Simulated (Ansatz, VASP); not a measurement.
Given: the input of a run of Ansatz 0.2.0 on CoO.

input.yaml

```yaml
crystal:
  lattice:
    - [2.57052631, 0.0, 0.0]
    - [0.0, 2.57052631, 0.0]
    - [0.0, 0.0, 2.57052631]
  atoms:
    - { symbol: Co, position: [0.0, 0.0, 0.0] }
    - { symbol: O, position: [0.5, 0.5, 0.5] }
hamiltonian:
  xc: pbe
  pseudopotentials: { kind: paw }
kpoints:
  mp_grid: { grid: [10, 10, 10] }
scf:
  occupations: { method: fermi_dirac, width: 0.05 }
output:
  forces: true
  stress: true
  eigenvalues: true
```

Potentials or basis: Ansatz PAW.

The run is started by

```console
$ ansatz run input.yaml --threads 2 --pin off --max-ram 5632MiB --backend cpu --events-out ev --progress --plain --runs-dir out
```

Q: Translate it to VASP 6.6.1. Potentials there: VASP PAW PBE potentials, release 64 (Co, O).

A: As run (the cutoff follows the program's own potentials):

Contents of INCAR:

```
SYSTEM = CoO
PREC = Accurate
ENCUT = 520
EDIFF = 1E-6
ISMEAR = -1
SIGMA = 0.05
LREAL = .FALSE.
LASPH = .TRUE.
NELM = 100
ALGO = Normal
ISIF = 2
LWAVE = .FALSE.
LCHARG = .FALSE.
GGA = PE
NBANDS = 14
```

The input KPOINTS:

```
Automatic mesh
0
G
  10 10 10
  0 0 0
```

File POSCAR:

```
CoO
1.0
    2.5705263100      0.0000000000      0.0000000000
    0.0000000000      2.5705263100      0.0000000000
    0.0000000000      0.0000000000      2.5705263100
Co O
1 1
Direct
    0.0000000000      0.0000000000      0.0000000000
    0.5000000000      0.5000000000      0.5000000000
```

Potentials or basis: VASP PAW PBE potentials, release 64 (Co, O).

Command:

```sh
$ cat potpaw_PBE.64/Co/POTCAR potpaw_PBE.64/O/POTCAR > POTCAR
$ mpirun -np 1 vasp_std > vasp.out
```

Both were run:

|  | VASP | Ansatz | Ansatz less VASP |
| --- | --- | --- | --- |
| gap on the k mesh at the Fermi level (eV) | none | none | - |
| pressure (GPa) | -4.0 | -3.7 | +0.31 |

A gap of «none» marks a metal or a gap that the smearing closes. The functional is the same, so the differences come from potentials, cutoffs and numerics. VASP's potentials hold 15 valence electrons a cell and Ansatz's 23, so a difference there can come from the potentials and not from the codes.
